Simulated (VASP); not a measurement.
# C in VASP: further runs, part 2 of 2

VASP 6.6.1.

## Step 3: Single point, r2SCAN

File POSCAR:

```
C
1.0
    1.2280479700     -2.1270618200      0.0000000000
    1.2280479700      2.1270618200      0.0000000000
    0.0000000000      0.0000000000      7.1732677600
C
4
Direct
    0.0833794600      0.9166205400      0.7531376000
    0.5833794600      0.4166205400      0.2468624000
    0.9166205400      0.0833794600      0.2468624000
    0.4166205400      0.5833794600      0.7531376000
```

File INCAR.step1:

```
SYSTEM = C
  ALGO = Normal
  EDIFF = 1E-4
  ENCUT = 520
  GGA = PE
  ISMEAR = 0
  LASPH = .True.
  LCHARG = .False.
  LREAL = .False.
  LWAVE = .True.
  NBANDS = 16
  NELM = 80
  PREC = Accurate
  SIGMA = 0.1
```

File INCAR.step2:

```
SYSTEM = C
  ALGO = Normal
  EDIFF = 1E-6
  ENCUT = 520
  ISIF = 2
  ISMEAR = 0
  ISTART = 1
  LASPH = .True.
  LCHARG = .True.
  LELF = .True.
  LMIXTAU = .True.
  LREAL = .False.
  LVHAR = .True.
  LWAVE = .False.
  METAGGA = R2SCAN
  NBANDS = 16
  NELM = 80
  PREC = Accurate
  SIGMA = 0.1
```

File KPOINTS:

```
k-points
0
Gamma
  18 18 6
  0 0 0
```

Potentials or basis: VASP PAW PBE potentials, release 64 (C).

On the command line:

```bash
$ cat potpaw_PBE.64/C/POTCAR > POTCAR
$ cp INCAR.step1 INCAR
$ mpirun -np 1 vasp_std > vasp.out
$ cp INCAR.step2 INCAR
$ mpirun -np 1 vasp_std > vasp.out
```

OUTCAR:

```text
SYSTEM = C
   EDIFF = 1E-6
   ENCUT = 520
   ISIF = 2
   ISMEAR = 0
   ISTART = 1
   LASPH = .True.
   LREAL = .False.
   METAGGA = R2SCAN
   NELM = 80
   PREC = Accurate

 ion  position               nearest neighbor table
   1  0.083  0.917  0.753-   4 1.42   4 1.42   4 1.42
   2  0.583  0.417  0.247-   3 1.42   3 1.42   3 1.42
   3  0.917  0.083  0.247-   2 1.42   2 1.42   2 1.42
   4  0.417  0.583  0.753-   1 1.42   1 1.42   1 1.42

  LATTYP: Found a hexagonal cell.
 ALAT       =     2.4561135566
 C/A-ratio  =     2.9205765918

  Lattice vectors:

 A1 = (   1.2280479700,  -2.1270618200,   0.0000000000)
 A2 = (   1.2280479700,   2.1270618200,   0.0000000000)
 A3 = (   0.0000000000,   0.0000000000,   7.1732677600)

Analysis of symmetry for initial positions (statically):
=====================================================================
 Subroutine PRICEL returns:
 Original cell was already a primitive cell.

 Routine SETGRP: Setting up the symmetry group for a
 hexagonal supercell.

 Subroutine GETGRP returns: Found  8 space group operations
 (whereof  4 operations were pure point group operations)
 out of a pool of 24 trial point group operations.

The static configuration has the point symmetry C_2h.
 The point group associated with its full space group is D_2h.

Analysis of symmetry for dynamics (positions and initial velocities):
=====================================================================
 Subroutine PRICEL returns:
 Original cell was already a primitive cell.

 Routine SETGRP: Setting up the symmetry group for a
 hexagonal supercell.

 Subroutine GETGRP returns: Found  8 space group operations
 (whereof  4 operations were pure point group operations)
 out of a pool of 24 trial point group operations.

The dynamic configuration has the point symmetry C_2h.
 The point group associated with its full space group is D_2h.

 Subroutine INISYM returns: Found  8 space group operations
 (whereof  4 operations are pure point group operations),
 and found     1 'primitive' translations

----------------------------------------------------------------------------------------

                                     Primitive cell

  volume of cell :      37.4751

  direct lattice vectors                    reciprocal lattice vectors
     1.228047970 -2.127061820  0.000000000     0.407150219 -0.235066041  0.000000000
     1.228047970  2.127061820  0.000000000     0.407150219  0.235066041  0.000000000
     0.000000000  0.000000000  7.173267760     0.000000000  0.000000000  0.139406479

  length of vectors
     2.456113557  2.456113557  7.173267760     0.470135453  0.470135453  0.139406479

  position of ions in fractional coordinates (direct lattice)
     0.083379460  0.916620540  0.753137600
     0.583379460  0.416620540  0.246862400
     0.916620540  0.083379460  0.246862400
     0.416620540  0.583379460  0.753137600

  ion indices of the primitive-cell ions
   primitive index   ion index
                 1           1
                 2           2
                 3           3
                 4           4

----------------------------------------------------------------------------------------

 KPOINTS: k-points

Automatic generation of k-mesh.
 Grid dimensions read from file:
 generate k-points for:   18   18    6

 Generating k-lattice:

  Cartesian coordinates                     Fractional coordinates (reciprocal lattice)
     0.022619457 -0.013059224  0.000000000     0.055555556  0.000000000  0.000000000
     0.022619457  0.013059224  0.000000000     0.000000000  0.055555556  0.000000000
     0.000000000  0.000000000  0.023234413     0.000000000  0.000000000  0.166666667

  Length of vectors
     0.026118636  0.026118636  0.023234413

  Shift w.r.t. Gamma in fractional coordinates (k-lattice)
     0.000000000  0.000000000  0.000000000

 Subroutine IBZKPT returns following result:
 ===========================================

 Found    364 irreducible k-points:

 Following reciprocal coordinates:
            Coordinates               Weight
  0.000000  0.000000  0.000000      1.000000
  0.055556  0.000000  0.000000      4.000000
 -0.055556  0.055556  0.000000      2.000000
  0.111111  0.000000  0.000000      4.000000
 -0.111111  0.111111  0.000000      2.000000
  0.166667  0.000000  0.000000      4.000000
[... 16 lines left out ...]
 -0.055556  0.166667  0.000000      4.000000
 -0.166667  0.111111  0.000000      4.000000
 [... further k-points ...]
   k-points           NKPTS =    364   k-points in BZ     NKDIM =    364   number of bands    NBANDS=     16
   number of dos      NEDOS =    301   number of ions     NIONS =      4
   total plane-waves  NPLWV =  17496
   dimension x,y,z NGX =    18 NGY =   18 NGZ =   54
   dimension x,y,z NGXF=    36 NGYF=   36 NGZF=  108
   ions per type =               4
   NGX,Y,Z   is equivalent  to a cutoff of  12.18, 12.18, 12.51 a.u.
   NGXF,Y,Z  is equivalent  to a cutoff of  24.37, 24.37, 25.03 a.u.
 SYSTEM =  C
   PREC   = accura    normal or accurate (medium, high low for compatibility)
   ISTART =      1    job   : 0-new  1-cont  2-samecut
   ICHARG =      0    charge: 1-file 2-atom 10-const
   ISPIN  =      1    spin polarized calculation?
   LNONCOLLINEAR =      F non collinear calculations
   LSORBIT =      F    spin-orbit coupling
   LASPH  =      T    aspherical Exc in radial PAW
   ENCUT  =  520.0 eV  38.22 Ry    6.18 a.u.   4.57  4.57 13.34*2*pi/ulx,y,z
   NELM   =     80;   NELMIN=  2; NELMDL=  0     # of ELM steps
   EDIFF  = 0.1E-05   stopping-criterion for ELM
   LREAL  =      F    real-space projection
[... 7 lines left out ...]
   TEBEG  =    0.0;   TEEND  =   0.0 temperature during run
   PSTRESS=    0.0 pullay stress
   NELECT =      16.0000    total number of electrons
   NUPDOWN=      -1.0000    fix difference up-down
   EMIN   =  10.00;   EMAX   =-10.00  energy-range for DOS
   EFERMI =   0.00;   METHOD = LEGACY
   ISMEAR =     0;   SIGMA  =   0.10  broadening in eV -4-tet -1-fermi 0-gaus
   EFERMI_NEDOS =   21; number of points for ismear=-14 and -15
   IALGO  =     38    algorithm
   IMIX   =      4    mixing-type and parameters
     AMIX     =   0.40;   BMIX     =  1.00
     AMIX_MAG =   1.60;   BMIX_MAG =  1.00
  volume/ion in A,a.u.               =       9.37        63.22
  Fermi-wavevector in a.u.,A,eV,Ry     =   1.232728  2.329519 20.675669  1.519619
  Thomas-Fermi vector in A             =   2.367487
   LORBIT       =      0    0 simple, 1 ext, 2 COOP (PROOUT), +10 PAW based schemes
   METAGGA = R2SCAN    functional components
   LHFCALC =     F    Hartree Fock is set to
   AEXX    =    0.0000 exact exchange contribution
   IVDW    =     0    specifies the selected vdW correction
   LEPSILON=     F    determine dielectric tensor
   LRPA    =     F    only Hartree local field effects (RPA)
 non-spin polarized calculation
 Gauss-broadening in eV      SIGMA  =   0.10
  energy-cutoff  :      520.00
  volume of cell :       37.48
 maximum number of plane-waves:      1028
   NGX =  9   NGY =  9   NGZ = 27

 number of electron      15.9999996 magnetization

 Free energy of the ion-electron system (eV)
  ---------------------------------------------------
  ext. energy  EPLUGINS =         0.00000000
  ---------------------------------------------------
  free energy    TOTEN  =       -39.74786954 eV

  energy without entropy =      -39.74748369  energy(sigma->0) =      -39.74767662

 E-fermi :   4.1179     XC(G=0): -10.6642

 val. band max:        4.1053483649   @ k =   0.3333   0.3333   0.5000
 cond. band min:       4.1305713763   @ k =   0.3333   0.3333   0.5000
 fundamental gap:      0.0252230114
 Fermi energy:         4.1178920838

 k-point     1 :       0.0000    0.0000    0.0000
  band No.  band energies     occupation
      1     -16.8093      2.00000
      2     -16.6354      2.00000
      3      -4.6774      2.00000
      4      -3.2551      2.00000
      5       0.8973      2.00000
      6       0.9036      2.00000
[... 8 lines left out ...]
     15      16.5962      0.00000
     16      16.6869      0.00000
[... 419 lines left out ...]
 k-point    24 :      -0.1667    0.1111    0.0000
  band No.  band energies     occupation
      1     -16.2648      2.00000
      2     -16.0965      2.00000
      3      -4.0209      2.00000
      4      -2.6261      2.00000
      5      -1.0208      2.00000
      6      -1.0031      2.00000
[... 8 lines left out ...]
     15      14.7977      0.00000
     16      14.8081      0.00000

 [... further k-points ...]

------------------------ aborting loop because EDIFF is reached ----------------------------------------

  FORCE on cell =-STRESS in cart. coord.  units (eV):
  Direction    XX          YY          ZZ          XY          YZ          ZX
  --------------------------------------------------------------------------------------
  -------------------------------------------------------------------------------------
  Total        0.2341222      0.1883940     -0.0614491      0.0000000     -0.0000000      0.0000000
  in kB       10.0094620      8.0544367     -2.6271407      0.0000000     -0.0000000      0.0000000
  external PRESSURE =       5.1455860 kB  Pullay stress =       0.0000000 kB

 VOLUME and BASIS-vectors are now :
 -----------------------------------------------------------------------------
  energy-cutoff  :      520.00
  volume of cell :       37.48
      direct lattice vectors                 reciprocal lattice vectors
     1.228047970 -2.127061820  0.000000000     0.407150219 -0.235066041  0.000000000
     1.228047970  2.127061820  0.000000000     0.407150219  0.235066041  0.000000000
     0.000000000  0.000000000  7.173267760     0.000000000  0.000000000  0.139406479

 POSITION                                       TOTAL-FORCE (eV/Angst)
 -----------------------------------------------------------------------------------
      1.22805      1.77236      5.40246         0.000000      0.022337     -0.006746
      1.22805     -0.35471      1.77081         0.000000      0.022337      0.006746
      1.22805     -1.77236      1.77081         0.000000     -0.022337      0.006746
      1.22805      0.35471      5.40246         0.000000     -0.022337     -0.006746
 -----------------------------------------------------------------------------------
    total drift:                                0.000000     -0.000000      0.000000

  FREE ENERGIE OF THE ION-ELECTRON SYSTEM (eV)
  ---------------------------------------------------
  free  energy   TOTEN  =       -39.7478695388 eV

  energy  without entropy=      -39.7474836936  energy(sigma->0) =      -39.74767662
```

Wall time 7.7 min (1 thread of AMD EPYC 7R13 (Zen 3), shared host); peak memory 0.24 GiB.

What came out:

```
Free energy   : -39.7479 eV
Pressure      : 0.5 GPa
Largest force : 0.023 eV/Å
```

Forces in eV/Å, atoms in the order of the input:
```
C    0.000  0.022 -0.007
C    0.000  0.022  0.007
C    0.000 -0.022  0.007
C    0.000 -0.022 -0.007
```

Stress tensor (GPa, compression positive):
```
 1.00  0.00  0.00
 0.00  0.81  0.00
 0.00  0.00 -0.26
```

Caveat: the PAW data sets were made with another functional, which shifts forces and pressure a little.

## Step 4: Single point, r2SCAN (atoms moved at random and the cell strained at random)

File POSCAR:

```
C
1.0
    1.2159619696     -2.1479622876      0.0091232276
    1.2232502972      2.1521701653     -0.0413730204
   -0.0941886657     -0.0851463517      7.1476530721
C
4
Direct
    0.1034933285      0.9456230676      0.7488005552
    0.5908149738      0.4138432831      0.2394105085
    0.9242568809      0.0859987362      0.2421136921
    0.4285181549      0.5893271320      0.7486182121
```

File INCAR.step1:

```
ALGO = Normal ; EDIFF = 1E-4
ENCUT = 520 ; GGA = PE
ISMEAR = 0 ; LASPH = T
LCHARG = F ; LREAL = F
LWAVE = T ; NBANDS = 16
NELM = 60 ; PREC = Accurate
SIGMA = 0.1
```

File INCAR.step2:

```
ALGO = Normal ; EDIFF = 1E-7
ENCUT = 520 ; ISIF = 2
ISMEAR = 0 ; ISTART = 1
LASPH = T ; LCHARG = F
LMIXTAU = T ; LREAL = F
LWAVE = F ; METAGGA = R2SCAN
NBANDS = 16 ; NELM = 60
PREC = Accurate ; SIGMA = 0.1
```

File KPOINTS:

```
k-points
0
Gamma
  14 14 4
```

On the command line:

```bash
$ cat potpaw_PBE.64/C/POTCAR > POTCAR
$ cp INCAR.step1 INCAR
$ mpirun -np 1 vasp_std > vasp.out
$ cp INCAR.step2 INCAR
$ mpirun -np 1 vasp_std > vasp.out
```

Run time: 9.6 min. Hardware: 1 thread of AMD EPYC 7R13 (Zen 3), shared host; peak memory 0.25 GiB.

Results (log left out):

| Property | Result |
| --- | --- |
| Free energy | -39.6508 eV |
| Pressure | -0.3 GPa |
| Largest force | 3.015 eV/Å |

Forces on the atoms (eV/Å):
```
C   -2.340 -1.901  0.020
C    0.414  0.433  0.334
C   -0.410 -0.434 -0.313
C    2.336  1.902 -0.041
```

Stress tensor (GPa, compression positive):
```
 8.30  0.37 -0.03
 0.37 -9.15  0.02
-0.03  0.02 -0.12
```

Caveat: the cell differs from its parent crystal (atoms moved at random and the cell strained at random); the PAW data sets were made with another functional, which shifts forces and pressure a little.

## Step 5: Relaxation of cell and atoms, r2SCAN

File POSCAR:

```
C
1.0
    1.2280479700     -2.1270618200      0.0000000000
    1.2280479700      2.1270618200      0.0000000000
    0.0000000000      0.0000000000      7.1732677600
C
4
Direct
    0.0833794600      0.9166205400      0.7531376000
    0.5833794600      0.4166205400      0.2468624000
    0.9166205400      0.0833794600      0.2468624000
    0.4166205400      0.5833794600      0.7531376000
```

File INCAR.step1:

```
  PREC = Accurate
  ENCUT = 600
  ISMEAR = 0
  SIGMA = 0.1
  LREAL = F
  LASPH = T
  NELM = 60
  GGA = PE
  ALGO = Normal
  EDIFF = 1E-4
  LWAVE = T
  LCHARG = F
```

File INCAR.step2:

```
  PREC = Accurate
  ENCUT = 600
  EDIFF = 1E-7
  ISMEAR = 0
  SIGMA = 0.1
  LREAL = F
  LASPH = T
  NELM = 60
  ALGO = Normal
  ISIF = 3
  LWAVE = F
  LCHARG = F
  METAGGA = R2SCAN
  LMIXTAU = T
  IBRION = 2
  NSW = 80
  EDIFFG = -0.01
  ISTART = 1
```

File KPOINTS:

```
regular mesh
0
Gamma
  1 1 1
```

On the command line:

```bash
$ cat potpaw_PBE.64/C/POTCAR > POTCAR
$ cp INCAR.step1 INCAR
$ mpirun -np 1 vasp_gam > vasp.out
$ cp INCAR.step2 INCAR
$ mpirun -np 1 vasp_gam > vasp.out
```

Wall time 6.8 min (1 thread of AMD EPYC 7R13, shared host); peak memory 0.12 GiB.

The run converged. Its results:

```yaml
Free_energy: -25.8565 eV
Relaxed_volume: 12.20 Å³/atom
Relaxed_cell: a = 2.512 Å, b = 2.512 Å, c = 8.928 Å, α = 90.00°, β = 90.00°, γ = 119.98°
Space_group_after_relaxing_to_0.1_Å: Fmmm (No. 69)
Energy_gained_by_relaxing: 90.7 meV/atom
Ionic_steps: 19
Pressure_after_relaxing: 0.1 GPa
```

Stress tensor (GPa, compression positive):
```
 0.07  0.00  0.00
 0.00  0.11  0.00
 0.00  0.00 -0.02
```

Step by step:
| step | energy change (eV) | largest force (eV/Å) | pressure (GPa) | volume (Å³) |
| --- | --- | --- | --- | --- |
| 1 | 0.0000 | 0.0488 | 22.92 | 37.48 |
| 2 | 0.7161 | 0.2954 | -33.93 | 45.19 |
| 3 | -0.1636 | 0.1162 | 0.90 | 39.70 |
| 4 | -0.1642 | 0.1099 | 2.03 | 39.57 |
| 5 | -0.2139 | 0.8139 | 1.42 | 40.63 |
| 6 | -0.2339 | 1.8965 | 0.98 | 41.86 |
| 7 | -0.2418 | 1.7997 | 0.93 | 41.99 |
| 8 | -0.2634 | 1.5099 | 0.82 | 42.40 |
| 9 | -0.2980 | 0.9338 | 0.65 | 43.20 |
| 10 | -0.3360 | 0.2049 | 0.50 | 44.81 |
| 11 | -0.3031 | 2.4285 | 0.64 | 48.02 |
| 12 | -0.3407 | 0.8595 | 0.49 | 45.74 |
| 13 | -0.3494 | 0.6543 | 0.46 | 46.36 |
| 14 | -0.3624 | 0.0322 | 0.39 | 48.23 |
| 15 | -0.3627 | 0.0787 | 0.38 | 48.56 |
| 16 | -0.3628 | 0.0206 | 0.22 | 48.70 |
| 17 | -0.3629 | 0.0117 | 0.14 | 48.78 |
| 18 | -0.3629 | 0.0145 | 0.13 | 48.78 |
| 19 | -0.3629 | 0.0010 | 0.06 | 48.80 |

Final structure:
```xyz
4
Lattice="1.2565 -2.1753 0.0000 1.2565 2.1753 0.0000 0.0000 0.0000 8.9276" Properties=species:S:1:pos:R:3 pbc="T T T"
C     1.2565    1.8128    6.7130
C     1.2565   -0.3625    2.2147
C     1.2565   -1.8128    2.2147
C     1.2565    0.3625    6.7130
```

Caveat: the k points lie up to 2.89 Å⁻¹ apart in the final cell; the volume moved by over 15 % at a fixed basis, so the end points are rough; the PAW data sets were made with another functional, which shifts forces and pressure a little.

## Step 6: Single point, PBEsol

This run uses another cell than the first one, of 9.59 Å³/atom.

File INCAR:

```
SYSTEM = C
  PREC = Accurate
  ENCUT = 520
  EDIFF = 1E-6
  ISMEAR = 0
  SIGMA = 0.1
  LREAL = .FALSE.
  LASPH = .TRUE.
  NELM = 60
  ALGO = Normal
  ISIF = 2
  LWAVE = .FALSE.
  LCHARG = .FALSE.
  GGA = PS
  NBANDS = 16
```

File KPOINTS:

```
regular mesh
0
G
  18 18 6
  0 0 0
```

File POSCAR:

```
C
1.0
    1.2295844221     -2.1292001890      0.0000000000
    1.2295844221      2.1292001890      0.0000000000
    0.0000000000      0.0000000000      7.3291321486
C
4
Direct
    0.0833212333      0.9166787667      0.7500338751
    0.5833212333      0.4166787667      0.2499661249
    0.9166787667      0.0833212333      0.2499661249
    0.4166787667      0.5833212333      0.7500338751
```

Potentials or basis: VASP PAW PBE potentials, release 64 (C).

On the command line:

```bash
$ cat potpaw_PBE.64/C/POTCAR > POTCAR
$ mpirun -np 1 vasp_std > vasp.out
```

Run time: 5 min. Hardware: 1 thread of AMD EPYC 7R13, shared host; peak memory 0.24 GiB.

It converged, with:

```yaml
Free_energy: -38.5777 eV
Pressure: 0.6 GPa
Band_gap_on_the_k_mesh: zero (filled and empty bands touch)
```

Stress tensor (GPa, compression positive):
```
 0.95  0.00  0.00
 0.00  0.96  0.00
 0.00  0.00 -0.03
```

Levels at points of the mesh, in eV from the Fermi level:
| k point | band 6 | band 7 | band 8 | band 9 | band 10 | band 11 |
| --- | --- | --- | --- | --- | --- | --- |
| (0.00, 0.00, 0.00) | -2.99 | -2.98 | -2.98 | 3.46 | 8.33 | 8.35 |
| (0.50, 0.00, 0.00) | -6.41 | -2.41 | -2.41 | 1.74 | 1.74 | 7.44 |
| (0.50, 0.50, 0.00) | -6.40 | -2.79 | -1.93 | 1.15 | 2.20 | 7.33 |
| (0.00, 0.00, 0.50) | -2.99 | -2.98 | -2.98 | 5.49 | 5.50 | 8.36 |
| (0.50, 0.00, 0.50) | -6.41 | -2.38 | -2.38 | 1.63 | 1.63 | 7.44 |
| (0.50, 0.50, 0.50) | -6.41 | -2.38 | -2.38 | 1.64 | 1.64 | 7.44 |

Caveat: this functional lacks dispersion, which binds the layers, so the pressure and a relaxed spacing across them are unreliable; the PAW data sets were made with another functional, which shifts forces and pressure a little.

## Step 7: Summary

| task | level | cell | k mesh | cutoff (eV) | pressure (GPa) | largest force (eV/Å) |
| --- | --- | --- | --- | --- | --- | --- |
| single point | r2SCAN | a = 2.456, b = 2.456, c = 7.173 Å, angles 90.0, 90.0, 120.0°, 4 atoms, atomic positions A | 18 × 18 × 6 | 520 | 0.5 | 0.02 |
| single point | r2SCAN | a = 2.468, b = 2.476, c = 7.149 Å, angles 91.9, 89.6, 120.9°, 4 atoms, atomic positions B | 14 × 14 × 4 | 520 | -0.3 | 3.02 |
| relaxation of cell and atoms | r2SCAN | relaxed from a = 2.456, b = 2.456, c = 7.173 Å, angles 90.0, 90.0, 120.0°, 4 atoms, atomic positions A | 1 × 1 × 1 | 600 | 0.1 | - |
| single point | PBEsol | a = 2.459, b = 2.459, c = 7.329 Å, angles 90.0, 90.0, 120.0°, 4 atoms, atomic positions C | 18 × 18 × 6 | 520 | 0.6 | - |

Alike in all rows: potentials or basis VASP PAW PBE potentials, release 64 (C); no spin polarisation; smearing gaussian 0.1 eV.

Caveats: some runs use coarse meshes; the PAW data sets were made with another functional, which shifts forces and pressure a little; the volume moved by over 15 % at a fixed basis, so the end points are rough (at least some runs); this functional lacks dispersion, which binds the layers, so the pressure and a relaxed spacing across them are unreliable (at least some runs).

Absolute energies hang on the potentials; compare differences alone.
